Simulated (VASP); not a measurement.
Crystal: Ru.

```
Ru
1.0
    -1.50203    1.50203    1.50203
     1.50203   -1.50203    1.50203
     1.50203    1.50203   -1.50203
Ru
1
Direct
  0.00000 0.00000 0.00000
```

```yaml
Program: VASP 6.6.1
Task: relaxation of cell and atoms
Functional: PBE
Potentials_or_basis: VASP PAW PBE potentials, release 64 (Ru_pv)
Cutoff: 600 eV
k_mesh: 15 × 15 × 15
Occupations: fermi-dirac, width 0.1 eV
Spin: no spin polarisation
```

At the start: pressure 15.6 GPa; volume 13.55 Å³/atom.

Problem. How do energy, volume and symmetry change on relaxing?

Solution. Over 4 steps the energy falls by 32.0 meV/atom and the volume is 14.25 Å³/atom (+5.1 %); space group Im-3m (No. 229, to 0.05 Å).

Step by step:
```csv
step,energy change (eV),largest force (eV/Å),pressure (GPa),volume (Å³)
1,0.0000,0.0000,15.63,13.55
2,0.1680,0.0000,-26.93,16.32
3,-0.0319,0.0000,-0.75,14.28
4,-0.0320,0.0000,-0.06,14.25
```

Final structure:
```yaml
crystal:
  lattice:
    - [-1.52719, 1.52719, 1.52719]
    - [1.52719, -1.52719, 1.52719]
    - [1.52719, 1.52719, -1.52719]
  atoms:
    - { symbol: Ru, position: [0.00000, 0.00000, 0.00000] }
```
